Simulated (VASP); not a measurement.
# SrTe (Fm-3m) in VASP: notebook

Runs on SrTe. Level: PBE. Tasks: single point.

All numbers are computed with VASP 6.6.1; they aren't measurements. Logs are shortened: lines on timing, memory, paths and dates and some standing lists are left out, and cuts for length are marked.

## 1. The cell of the first run

Symmetry: Fm-3m, No. 225, cubic system. Conventional cell: a = 6.576 Å, b = 6.576 Å, c = 6.576 Å, α = 90.00°, β = 90.00°, γ = 90.00°. Sr (site symmetry m-3m) has 6 Te at 3.29 Å within 4.3 Å. Within 4.3 Å of Te (site symmetry m-3m) lie 6 Sr at 3.29 Å.

## 2. Single point, PBE (volume scaled by 0.9405)

Input file INCAR:

```
  PREC = Accurate
  ENCUT = 500
  EDIFF = 1E-6
  ISMEAR = -1
  SIGMA = 0.01
  LREAL = F
  LASPH = T
  NELM = 120
  ALGO = Normal
  ISIF = 2
  LWAVE = F
  LCHARG = T
  GGA = PE
  LELF = T
  LVHAR = T
  NBANDS = 15
  GGA_COMPAT = F
```

Input file KPOINTS:

```
Automatic mesh
0
Gamma
  7 7 7
```

Input file POSCAR:

```
SrTe
1.0
    0.0000000000      3.2879124098      3.2879124098
    3.2879124098      0.0000000000      3.2879124098
    3.2879124098      3.2879124098      0.0000000000
Sr Te
1 1
Direct
    0.0000000000      0.0000000000      0.0000000000
    0.5000000000      0.5000000000      0.5000000000
```

Potentials or basis: VASP PAW PBE potentials, release 64 (Sr_sv, Te).

Started as:

```
$ cat potpaw_PBE.64/Sr_sv/POTCAR potpaw_PBE.64/Te/POTCAR > POTCAR
$ mpirun -np 1 vasp_std > vasp.out
```

OUTCAR:

```text
PREC = Accurate
   ENCUT = 500
   EDIFF = 1E-6
   ISMEAR = -1
   LREAL = F
   LASPH = T
   NELM = 120
   ISIF = 2
   GGA = PE

 ion  position               nearest neighbor table
   1  0.000  0.000  0.000-   2 3.29   2 3.29   2 3.29   2 3.29   2 3.29   2 3.29
   2  0.500  0.500  0.500-   1 3.29   1 3.29   1 3.29   1 3.29   1 3.29   1 3.29

  LATTYP: Found a face centered cubic cell.
 ALAT       =     6.5758248196

  Lattice vectors:

 A1 = (   0.0000000000,   3.2879124098,   3.2879124098)
 A2 = (   3.2879124098,   0.0000000000,   3.2879124098)
 A3 = (   3.2879124098,   3.2879124098,   0.0000000000)

Analysis of symmetry for initial positions (statically):
=====================================================================
 Subroutine PRICEL returns:
 Original cell was already a primitive cell.

 Routine SETGRP: Setting up the symmetry group for a
 face centered cubic supercell.

 Subroutine GETGRP returns: Found 48 space group operations
 (whereof 48 operations were pure point group operations)
 out of a pool of 48 trial point group operations.

The static configuration has the point symmetry O_h .

Analysis of symmetry for dynamics (positions and initial velocities):
=====================================================================
 Subroutine PRICEL returns:
 Original cell was already a primitive cell.

 Routine SETGRP: Setting up the symmetry group for a
 face centered cubic supercell.

 Subroutine GETGRP returns: Found 48 space group operations
 (whereof 48 operations were pure point group operations)
 out of a pool of 48 trial point group operations.

The dynamic configuration has the point symmetry O_h .

 Subroutine INISYM returns: Found 48 space group operations
 (whereof 48 operations are pure point group operations),
 and found     1 'primitive' translations

----------------------------------------------------------------------------------------

                                     Primitive cell

  volume of cell :      71.0871

  direct lattice vectors                    reciprocal lattice vectors
     0.000000000  3.287912410  3.287912410    -0.152072178  0.152072178  0.152072178
     3.287912410  0.000000000  3.287912410     0.152072178 -0.152072178  0.152072178
     3.287912410  3.287912410  0.000000000     0.152072178  0.152072178 -0.152072178

  length of vectors
     4.649810322  4.649810322  4.649810322     0.263396738  0.263396738  0.263396738

  position of ions in fractional coordinates (direct lattice)
     0.000000000  0.000000000  0.000000000
     0.500000000  0.500000000  0.500000000
[... 82 lines left out ...]
   PSTRESS=    0.0 pullay stress
   NELECT =      16.0000    total number of electrons
   NUPDOWN=      -1.0000    fix difference up-down
   EMIN   =  10.00;   EMAX   =-10.00  energy-range for DOS
   EFERMI =   0.00;   METHOD = LEGACY
   ISMEAR =    -1;   SIGMA  =   0.01  broadening in eV -4-tet -1-fermi 0-gaus
   EFERMI_NEDOS =   21; number of points for ismear=-14 and -15
   IALGO  =     38    algorithm
   IMIX   =      4    mixing-type and parameters
     AMIX     =   0.40;   BMIX     =  1.00
     AMIX_MAG =   1.60;   BMIX_MAG =  1.00
  volume/ion in A,a.u.               =      35.54       239.86
  Fermi-wavevector in a.u.,A,eV,Ry     =   0.995829  1.881843 13.492552  0.991675
  Thomas-Fermi vector in A             =   2.127875
   LORBIT       =      0    0 simple, 1 ext, 2 COOP (PROOUT), +10 PAW based schemes
   GGA     = PE    functional components
   LHFCALC =     F    Hartree Fock is set to
   AEXX    =    0.0000 exact exchange contribution
   IVDW    =     0    specifies the selected vdW correction
   LEPSILON=     F    determine dielectric tensor
   LRPA    =     F    only Hartree local field effects (RPA)
 non-spin polarized calculation
  energy-cutoff  :      500.00
  volume of cell :       71.09
 maximum number of plane-waves:      1829
 NGX is ok and might be reduce to    36
   NGX = 17   NGY = 17   NGZ = 17

 number of electron      16.0000000 magnetization

 Free energy of the ion-electron system (eV)
  ---------------------------------------------------
  ext. energy  EPLUGINS =         0.00000000
  ---------------------------------------------------
  free energy    TOTEN  =        -8.23194194 eV

  energy without entropy =       -8.23194194  energy(sigma->0) =       -8.23194194

 E-fermi :   3.4647     XC(G=0):  -8.6741

 val. band max:        3.1366269905   @ k =   0.0000   0.0000   0.0000
 cond. band min:       4.7808318281   @ k =   0.4286   0.4286   0.0000
 fundamental gap:      1.6442048376
 Fermi energy:         3.4646619586

 k-point     1 :       0.0000    0.0000    0.0000
  band No.  band energies     occupation
      1     -31.4496      2.00000
      2     -13.4540      2.00000
      3     -13.4540      2.00000
      4     -13.4540      2.00000
      5      -6.9670      2.00000
      6       3.1366      2.00000
      7       3.1366      2.00000
      8       3.1366      2.00000
      9       6.1634      0.00000
     10       6.3661      0.00000
     11       6.3661      0.00000
     12       6.3661      0.00000
     13       7.0556      0.00000
     14       7.0556      0.00000
[... 329 lines left out ...]
      2     -13.5343      2.00000
      3     -13.5295      2.00000
      4     -13.4905      2.00000
      5      -6.3540      2.00000
      6       1.2252      2.00000
      7       1.4036      2.00000
      8       1.8597      2.00000
      9       6.5875      0.00000
     10       7.5982      0.00000
     11       7.9707      0.00000
     12       9.0413      0.00000
     13       9.2603      0.00000
     14      10.4460      0.00000
     15      11.8193      0.00000

------------------------ aborting loop because EDIFF is reached ----------------------------------------

  FORCE on cell =-STRESS in cart. coord.  units (eV):
  Direction    XX          YY          ZZ          XY          YZ          ZX
  --------------------------------------------------------------------------------------
  -------------------------------------------------------------------------------------
  Total        1.1090768      1.1090768      1.1090768      0.0000000      0.0000000      0.0000000
  in kB       24.9966324     24.9966324     24.9966324      0.0000000      0.0000000      0.0000000
  external PRESSURE =      24.9966324 kB  Pullay stress =       0.0000000 kB

 VOLUME and BASIS-vectors are now :
 -----------------------------------------------------------------------------
  energy-cutoff  :      500.00
  volume of cell :       71.09
      direct lattice vectors                 reciprocal lattice vectors
     0.000000000  3.287912410  3.287912410    -0.152072178  0.152072178  0.152072178
     3.287912410  0.000000000  3.287912410     0.152072178 -0.152072178  0.152072178
     3.287912410  3.287912410  0.000000000     0.152072178  0.152072178 -0.152072178

 POSITION                                       TOTAL-FORCE (eV/Angst)
 -----------------------------------------------------------------------------------
      0.00000      0.00000      0.00000        -0.000000     -0.000000     -0.000000
      3.28791      3.28791      3.28791         0.000000      0.000000      0.000000
 -----------------------------------------------------------------------------------
    total drift:                                0.000000      0.000000      0.000000

  FREE ENERGIE OF THE ION-ELECTRON SYSTEM (eV)
  ---------------------------------------------------
  free  energy   TOTEN  =        -8.2319419378 eV

  energy  without entropy=       -8.2319419378  energy(sigma->0) =       -8.23194194
```

OSZICAR:

```text
N       E                     dE             d eps       ncg     rms          rms(c)
DAV:   1     0.631514070264E+02    0.63151E+02   -0.66612E+03   600   0.901E+02
DAV:   2    -0.451092971056E+01   -0.67662E+02   -0.63439E+02   810   0.174E+02
DAV:   3    -0.821310411861E+01   -0.37022E+01   -0.36834E+01   891   0.340E+01
DAV:   4    -0.831293342880E+01   -0.99829E-01   -0.99802E-01   810   0.561E+00
DAV:   5    -0.831449333265E+01   -0.15599E-02   -0.15598E-02   871   0.664E-01    0.163E+01
DAV:   6    -0.822775469290E+01    0.86739E-01   -0.11664E-01   733   0.201E+00    0.970E+00
DAV:   7    -0.823168203958E+01   -0.39273E-02   -0.15180E-01   775   0.250E+00    0.966E-01
DAV:   8    -0.823157079073E+01    0.11125E-03   -0.18929E-02   636   0.658E-01    0.372E-01
DAV:   9    -0.823175223037E+01   -0.18144E-03   -0.81042E-04   789   0.195E-01    0.156E-01
DAV:  10    -0.823192417890E+01   -0.17195E-03   -0.12068E-04   677   0.666E-02    0.475E-02
DAV:  11    -0.823194006292E+01   -0.15884E-04   -0.12678E-05   797   0.200E-02    0.231E-02
DAV:  12    -0.823194169665E+01   -0.16337E-05   -0.50345E-06   719   0.114E-02    0.114E-02
DAV:  13    -0.823194193777E+01   -0.24112E-06   -0.11517E-07   475   0.209E-03
   1 F= -.82319419E+01 E0= -.82319419E+01  d E =-.341194E-16
```

It took 34 s on 1 thread of Intel Xeon 8259CL, shared host; peak memory 0.21 GiB.

What came out:

```yaml
Free_energy: -8.2319 eV
Pressure: 2.5 GPa
Band_gap_on_the_k_mesh: 1.64 eV, indirect (least direct gap 2.40 eV)
```

Levels at points of the mesh, in eV from the valence-band top:
```
           k point  band 5  band 6  band 7  band 8  band 9  band 10  band 11  band 12
(0.00, 0.00, 0.00)  -10.10    0.00    0.00    0.00    3.03     3.23     3.23     3.23
```

Caveat: spin-orbit coupling is left out, which moves the levels of the heavy elements. A k mesh can miss the band edges.

## 3. Single point, PBE (volume scaled by 0.97)

Input file INCAR:

```
SYSTEM = SrTe
  PREC = Accurate
  ENCUT = 500
  EDIFF = 1E-6
  ISMEAR = -1
  SIGMA = 0.01
  LREAL = .FALSE.
  LASPH = .TRUE.
  NELM = 120
  ALGO = Normal
  ISIF = 2
  LWAVE = .FALSE.
  LCHARG = .TRUE.
  GGA = PE
  LELF = .TRUE.
  LVHAR = .TRUE.
  NBANDS = 15
  GGA_COMPAT = .FALSE.
```

Input file KPOINTS:

```
regular mesh
0
G
  7 7 7
  0 0 0
```

Input file POSCAR:

```
SrTe
1.0
    0.0000000000      3.3219356663      3.3219356663
    3.3219356663      0.0000000000      3.3219356663
    3.3219356663      3.3219356663      0.0000000000
Sr Te
1 1
Direct
    0.0000000000      0.0000000000      0.0000000000
    0.5000000000      0.5000000000      0.5000000000
```

Potentials or basis: VASP PAW PBE potentials, release 64 (Sr_sv, Te).

Started as:

```
$ cat potpaw_PBE.64/Sr_sv/POTCAR potpaw_PBE.64/Te/POTCAR > POTCAR
$ mpirun -np 1 vasp_std > vasp.out
```

Wall time 35 s (1 thread of Intel Xeon 8259CL, shared host); peak memory 0.21 GiB.

The run converged. Its results:

| Item | Value |
| --- | --- |
| Free energy | -8.2581 eV |
| Pressure | 1.3 GPa |
| Band gap on the k mesh | 1.73 eV, indirect (least direct gap 2.46 eV) |

Levels at points of the mesh, in eV from the valence-band top:
```csv
k point,band 4,band 5,band 6,band 7,band 8,band 9,band 10,band 11,band 12,band 13
"(0.00, 0.00, 0.00)",-16.66,-10.00,0.00,0.00,0.00,2.89,3.26,3.26,3.26,3.92
```

Caveat: spin-orbit coupling is left out, which moves the levels of the heavy elements. A k mesh can miss the band edges.

## 4. Single point, PBE (volume scaled by 1.03)

Input file INCAR:

```
SYSTEM = SrTe
  ALGO = Normal
  EDIFF = 1E-6
  ENCUT = 500
  GGA = PE
  GGA_COMPAT = .False.
  ISIF = 2
  ISMEAR = -1
  LASPH = .True.
  LCHARG = .False.
  LREAL = .False.
  LWAVE = .False.
  NBANDS = 15
  NELM = 120
  PREC = Accurate
  SIGMA = 0.01
```

Input file KPOINTS:

```
k-points
0
Gamma
  7 7 7
  0 0 0
```

Input file POSCAR:

```
SrTe
1.0
    0.0000000000      3.3890635636      3.3890635636
    3.3890635636      0.0000000000      3.3890635636
    3.3890635636      3.3890635636      0.0000000000
Sr Te
1 1
Direct
    0.0000000000      0.0000000000      0.0000000000
    0.5000000000      0.5000000000      0.5000000000
```

Potentials or basis: VASP PAW PBE potentials, release 64 (Sr_sv, Te).

Started as:

```
$ cat potpaw_PBE.64/Sr_sv/POTCAR potpaw_PBE.64/Te/POTCAR > POTCAR
$ mpirun -np 1 vasp_std > vasp.out
```

OUTCAR:

```text
SYSTEM = SrTe
   EDIFF = 1E-6
   ENCUT = 500
   GGA = PE
   ISIF = 2
   ISMEAR = -1
   LASPH = .True.
   LREAL = .False.
   NELM = 120
   PREC = Accurate

 ion  position               nearest neighbor table
   1  0.000  0.000  0.000-   2 3.39   2 3.39   2 3.39   2 3.39   2 3.39   2 3.39
   2  0.500  0.500  0.500-   1 3.39   1 3.39   1 3.39   1 3.39   1 3.39   1 3.39

  LATTYP: Found a face centered cubic cell.
 ALAT       =     6.7781271272

  Lattice vectors:

[... 540 lines left out ...]

  FORCE on cell =-STRESS in cart. coord.  units (eV):
  Direction    XX          YY          ZZ          XY          YZ          ZX
  --------------------------------------------------------------------------------------
  -------------------------------------------------------------------------------------
  Total       -0.3581725     -0.3581725     -0.3581725      0.0000000      0.0000000      0.0000000
  in kB       -7.3711229     -7.3711229     -7.3711229      0.0000000      0.0000000      0.0000000
  external PRESSURE =      -7.3711229 kB  Pullay stress =       0.0000000 kB

 VOLUME and BASIS-vectors are now :
 -----------------------------------------------------------------------------
  energy-cutoff  :      500.00
  volume of cell :       77.85
      direct lattice vectors                 reciprocal lattice vectors
     0.000000000  3.389063564  3.389063564    -0.147533379  0.147533379  0.147533379
     3.389063564  0.000000000  3.389063564     0.147533379 -0.147533379  0.147533379
     3.389063564  3.389063564  0.000000000     0.147533379  0.147533379 -0.147533379

 POSITION                                       TOTAL-FORCE (eV/Angst)
 -----------------------------------------------------------------------------------
      0.00000      0.00000      0.00000        -0.000000      0.000000      0.000000
      3.38906      3.38906      3.38906         0.000000     -0.000000     -0.000000
 -----------------------------------------------------------------------------------
    total drift:                                0.000000      0.000000      0.000000

  FREE ENERGIE OF THE ION-ELECTRON SYSTEM (eV)
  ---------------------------------------------------
  free  energy   TOTEN  =        -8.2644572123 eV

  energy  without entropy=       -8.2644572123  energy(sigma->0) =       -8.26445721
```

stdout:

```text
POSCAR found type information on POSCAR SrTe
 POSCAR found :  2 types and       2 ions
 scaLAPACK will be used
 LDA part: xc-table for (Slater+PW92), standard interpolation
 POSCAR, INCAR and KPOINTS ok, starting setup
 FFT: planning ... GRIDC
 FFT: planning ... GRID_SOFT
 FFT: planning ... GRID
 WAVECAR not read
 entering main loop
```

Wall time 33 s (1 thread of Intel Xeon 8259CL, shared host); peak memory 0.21 GiB.

Results:

* Free energy: -8.2645 eV
* Pressure: -0.7 GPa
* Band gap on the k mesh: 1.87 eV, indirect (least direct gap 2.56 eV)

Caveat: spin-orbit coupling is left out, which moves the levels of the heavy elements.

## 5. Single point, PBE (volume scaled by 1.06)

Input file INCAR:

```
PREC = Accurate
ENCUT = 500
EDIFF = 1E-6
ISMEAR = -1
SIGMA = 0.01
LREAL = False
LASPH = True
NELM = 120
ALGO = Normal
ISIF = 2
LWAVE = False
LCHARG = False
GGA = PE
NBANDS = 15
GGA_COMPAT = False
```

Input file KPOINTS:

```
regular mesh
0
Gamma
  7 7 7
```

Input file POSCAR:

```
SrTe
1.0
    0.0000000000      3.4216527124      3.4216527124
    3.4216527124      0.0000000000      3.4216527124
    3.4216527124      3.4216527124      0.0000000000
Sr Te
1 1
Direct
    0.0000000000      0.0000000000      0.0000000000
    0.5000000000      0.5000000000      0.5000000000
```

Started as:

```
$ cat potpaw_PBE.64/Sr_sv/POTCAR potpaw_PBE.64/Te/POTCAR > POTCAR
$ mpirun -np 1 vasp_std > vasp.out
```

Run time: 28 s. Hardware: 1 thread of Intel Xeon 8259CL, shared host; peak memory 0.21 GiB.

The run converged. Its results:

```
Free energy            : -8.2485 eV
Pressure               : -1.5 GPa
Band gap on the k mesh : 1.94 eV, indirect (least direct gap 2.51 eV)
```

Levels at points of the mesh, in eV from the valence-band top:
| k point | band 4 | band 5 | band 6 | band 7 | band 8 | band 9 | band 10 | band 11 | band 12 | band 13 |
| --- | --- | --- | --- | --- | --- | --- | --- | --- | --- | --- |
| (0.00, 0.00, 0.00) | -16.87 | -9.74 | 0.00 | 0.00 | 0.00 | 2.51 | 3.33 | 3.33 | 3.33 | 3.89 |

Caveat: spin-orbit coupling is left out, which moves the levels of the heavy elements. A k mesh can miss the band edges.

## 6. Overview

| cell | gap on the mesh (eV) | pressure (GPa) |
| --- | --- | --- |
| a = 4.650 Å, angles 60.0°, 2 atoms | 1.64 | 2.5 |
| a = 4.698 Å, angles 60.0°, 2 atoms | 1.73 | 1.3 |
| a = 4.793 Å, angles 60.0°, 2 atoms | 1.87 | -0.7 |
| a = 4.839 Å, angles 60.0°, 2 atoms | 1.94 | -1.5 |

Alike in all rows: task single point; level PBE; potentials or basis VASP PAW PBE potentials, release 64 (Sr_sv, Te); no spin polarisation; k mesh 7 × 7 × 7; cutoff (eV) 500; smearing fermi-dirac 0.01 eV.

Caveats: spin-orbit coupling is left out, which moves the levels of the heavy elements.

Absolute energies hang on the potentials; compare differences alone.
